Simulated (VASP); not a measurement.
# Nb in VASP: notebook, part 2 of 2

VASP 6.6.1. The steps go on from the part before.

### Step 5. Single point, PBEsol (volume scaled by 0.94)

File INCAR:

```
ALGO = Normal ; EDIFF = 1E-6
ENCUT = 520 ; GGA = PS
ISIF = 2 ; ISMEAR = -1
LASPH = T ; LCHARG = T
LELF = T ; LREAL = F
LVHAR = T ; LWAVE = F
NBANDS = 12 ; NELM = 60
PREC = Accurate ; SIGMA = 0.08
```

File KPOINTS:

```
k-points
0
Gamma
  13 13 13
```

File POSCAR:

```
Nb
1.0
    0.0000000000      2.0718246199      2.0718246199
    2.0718246199      0.0000000000      2.0718246199
    2.0718246199      2.0718246199      0.0000000000
Nb
1
Direct
    0.0000000000      0.0000000000      0.0000000000
```

Potentials or basis: VASP PAW PBE potentials, release 64 (Nb_sv).

The run is started by

```sh
$ cat potpaw_PBE.64/Nb_sv/POTCAR > POTCAR
$ mpirun -np 1 vasp_std > vasp.out
```

OUTCAR:

```text
EDIFF = 1E-6
   ENCUT = 520
   GGA = PS
   ISIF = 2
   ISMEAR = -1
   LASPH = T
   LREAL = F
   NELM = 60
   PREC = Accurate

 ion  position               nearest neighbor table
   1  0.000  0.000  0.000-

  LATTYP: Found a face centered cubic cell.
 ALAT       =     4.1436492398

  Lattice vectors:

 A1 = (   0.0000000000,   2.0718246199,   2.0718246199)
 A2 = (   2.0718246199,   0.0000000000,   2.0718246199)
 A3 = (   2.0718246199,   2.0718246199,   0.0000000000)

Analysis of symmetry for initial positions (statically):
=====================================================================
 Subroutine PRICEL returns:
 Original cell was already a primitive cell.

 Routine SETGRP: Setting up the symmetry group for a
 face centered cubic supercell.

 Subroutine GETGRP returns: Found 48 space group operations
 (whereof 48 operations were pure point group operations)
 out of a pool of 48 trial point group operations.

The static configuration has the point symmetry O_h .

Analysis of symmetry for dynamics (positions and initial velocities):
=====================================================================
 Subroutine PRICEL returns:
[... 167 lines left out ...]
      4     -18.3436      2.00000
      5       5.2157      2.00000
      6      11.6574      0.54599
      7      11.6574      0.54599
      8      11.6574      0.54599
      9      14.4520      0.00000
     10      14.4520      0.00000
     11      23.4798      0.00000
     12      28.4575      0.00000
[... 331 lines left out ...]
 k-point    24 :       0.4615    0.1538    0.0000
  band No.  band energies     occupation
      1     -42.7973      2.00000
      2     -19.5877      2.00000
      3     -18.6876      2.00000
      4     -18.6007      2.00000
      5       8.2181      2.00000
      6      10.4772      2.00000
      7      11.6101      0.80840
      8      12.3340      0.00016
      9      16.6801      0.00000
     10      17.1088      0.00000
     11      22.9471      0.00000
     12      25.4224      0.00000

 [... further k-points ...]

------------------------ aborting loop because EDIFF is reached ----------------------------------------

  FORCE on cell =-STRESS in cart. coord.  units (eV):
  Direction    XX          YY          ZZ          XY          YZ          ZX
  --------------------------------------------------------------------------------------
  -------------------------------------------------------------------------------------
  Total        0.3956931      0.3956931      0.3956931      0.0000000     -0.0000000      0.0000000
  in kB       35.6434840     35.6434840     35.6434840      0.0000000     -0.0000000      0.0000000
  external PRESSURE =      35.6434840 kB  Pullay stress =       0.0000000 kB

 VOLUME and BASIS-vectors are now :
 -----------------------------------------------------------------------------
  energy-cutoff  :      520.00
  volume of cell :       17.79
      direct lattice vectors                 reciprocal lattice vectors
     0.000000000  2.071824620  2.071824620    -0.241333168  0.241333168  0.241333168
     2.071824620  0.000000000  2.071824620     0.241333168 -0.241333168  0.241333168
     2.071824620  2.071824620  0.000000000     0.241333168  0.241333168 -0.241333168

 POSITION                                       TOTAL-FORCE (eV/Angst)
 -----------------------------------------------------------------------------------
      0.00000      0.00000      0.00000         0.000000      0.000000     -0.000000
 -----------------------------------------------------------------------------------
    total drift:                               -0.000000      0.000000     -0.000000

  FREE ENERGIE OF THE ION-ELECTRON SYSTEM (eV)
  ---------------------------------------------------
  free  energy   TOTEN  =       -10.6158845957 eV

  energy  without entropy=      -10.5829654461  energy(sigma->0) =      -10.59942502
```

stdout:

```text
POSCAR found type information on POSCAR Nb
 POSCAR found :  1 types and       1 ions
 scaLAPACK will be used
 -----------------------------------------------------------------------------
|                                                                             |
|                                                                             |
|     You enforced a specific xc type in the INCAR file but a different       |
|     I HOPE YOU KNOW WHAT YOU ARE DOING!                                     |
|                                                                             |
 -----------------------------------------------------------------------------

 LDA part: xc-table for (Slater+PW92), standard interpolation
 POSCAR, INCAR and KPOINTS ok, starting setup
 FFT: planning ... GRIDC
 FFT: planning ... GRID_SOFT
 FFT: planning ... GRID
 WAVECAR not read
 entering main loop
```

Wall time 20 s (1 thread of Intel Xeon 8259CL, shared host); peak memory 0.15 GiB.

What came out:

| Item | Value |
| --- | --- |
| Free energy | -10.6159 eV |
| Pressure | 3.6 GPa |

Levels at points of the mesh, in eV from the Fermi level:
```
           k point  band 2  band 3  band 4  band 5  band 6  band 7  band 8  band 9  band 10  band 11
(0.00, 0.00, 0.00)  -29.92  -29.92  -29.92   -6.36    0.08    0.08    0.08    2.87     2.87    11.90
```

Caveat: the PAW data sets were made with another functional, which shifts forces and pressure a little.

### Step 6. Summary

| cell | gap on the mesh (eV) | pressure (GPa) |
| --- | --- | --- |
| a = 2.961 Å, angles 61.3°, 1 atom | none | -7.0 |
| a = 3.006 Å, angles 59.3°, 1 atom | none | -6.9 |
| a = 3.037 Å, angles 58.0°, 1 atom | none | -6.9 |
| a = 2.930 Å, angles 60.0°, 1 atom | none | 3.6 |

Alike in all rows: task single point; level PBEsol; potentials or basis VASP PAW PBE potentials, release 64 (Nb_sv); no spin polarisation; k mesh 13 × 13 × 13; cutoff (eV) 520; smearing fermi-dirac 0.08 eV.

Caveats: the PAW data sets were made with another functional, which shifts forces and pressure a little.

Total energies depend on the potentials used, so only differences within one code and one set of settings carry meaning.
